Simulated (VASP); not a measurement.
Here is a VASP 6.6.1 calculation.

The input INCAR:

```
SYSTEM = Ta3Cu
ALGO = Fast
EDIFF = 1E-7
EDIFFG = -0.01
ENCUT = 600
GGA = RE
IBRION = 2
ISIF = 3
ISMEAR = -1
LASPH = .True.
LCHARG = .False.
LREAL = .False.
LWAVE = .False.
NELM = 100
NSW = 60
PREC = Accurate
SIGMA = 0.05
```

The input KPOINTS:

```
k-points
0
Gamma
  7 7 7
  0 0 0
```

File POSCAR:

```
Ta3Cu
1.0
   -2.0065070000      2.0065070000      4.2081700000
    2.0065070000     -2.0065070000      4.2081700000
    2.0065070000      2.0065070000     -4.2081700000
Ta Cu
3 1
Direct
    0.5000000000      0.5000000000      0.0000000000
    0.2500000000      0.7500000000      0.5000000000
    0.7500000000      0.2500000000      0.5000000000
    0.0000000000      0.0000000000      0.0000000000
```

Potentials or basis: VASP PAW PBE potentials, release 64 (Ta_pv, Cu).

The run is started by

```bash
$ cat potpaw_PBE.64/Ta_pv/POTCAR potpaw_PBE.64/Cu/POTCAR > POTCAR
$ mpirun -np 1 vasp_std > vasp.out
```

What does it give for the band gap on the k mesh?

Zero (bands 22 and 23 overlap by 0.90 eV).

What does it give for the relaxed cell?

a = 5.096 Å, b = 5.096 Å, c = 5.096 Å, α = 133.27°, β = 133.27°, γ = 68.23°.

Predict the relaxed volume.

17.24 Å³/atom.

Estimate the space group after relaxing (to 0.1 Å).

I4/mmm (No. 139).

Step by step:
```
step  energy change (eV)  largest force (eV/Å)  pressure (GPa)  volume (Å³)
   1              0.0000                0.0000            3.21        67.77
   2              0.0240                0.0000           -5.14        71.16
   3             -0.0120                0.0000           -0.04        68.99
   4             -0.0120                0.0000            0.03        68.96
   5             -0.0122                0.0000            0.03        68.96
   6             -0.0122                0.0000            0.04        68.95
```

Caveat: the PAW data sets were made with another functional, which shifts forces and pressure a little; spin-orbit coupling is left out, which moves the levels of the heavy elements.
